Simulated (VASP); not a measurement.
Here is a VASP 6.6.1 calculation.

The input INCAR:

```
PREC = Accurate
ENCUT = 520
EDIFF = 1E-7
ISMEAR = -1
SIGMA = 0.05
LREAL = F
LASPH = T
NELM = 150
ALGO = Fast
ISIF = 2
LWAVE = F
LCHARG = T
ISPIN = 2
MAGMOM = 0 2.3
LORBIT = 11
LMAXMIX = 4
GGA = PE
LELF = T
LVHAR = T
NBANDS = 20
```

File KPOINTS:

```
Automatic mesh
0
Gamma
  11 11 11
```

The input POSCAR:

```
FeAu
1.0
    1.4117478522      0.8150730025      4.4694532999
   -1.4117478522      0.8150730025      4.4694532999
    0.0000000000     -1.6301460050      4.4694532999
Au Fe
1 1
Direct
    0.0000000000      0.0000000000      0.0000000000
    0.5000000000      0.5000000000      0.5000000000
```

Potentials or basis: VASP PAW PBE potentials, release 64 (Au, Fe).

Launch:

```bash
$ cat potpaw_PBE.64/Au/POTCAR potpaw_PBE.64/Fe/POTCAR > POTCAR
$ mpirun -np 1 vasp_std > vasp.out
```

**Question.** What does it give for the net moment?

**Answer.** 2.90 μB per cell.

**Question.** Predict the pressure.

**Answer.** -1.3 GPa.

Stress tensor (GPa, compression positive):
```
-1.76  0.00  0.00
 0.00 -1.76  0.00
 0.00  0.00 -0.31
```
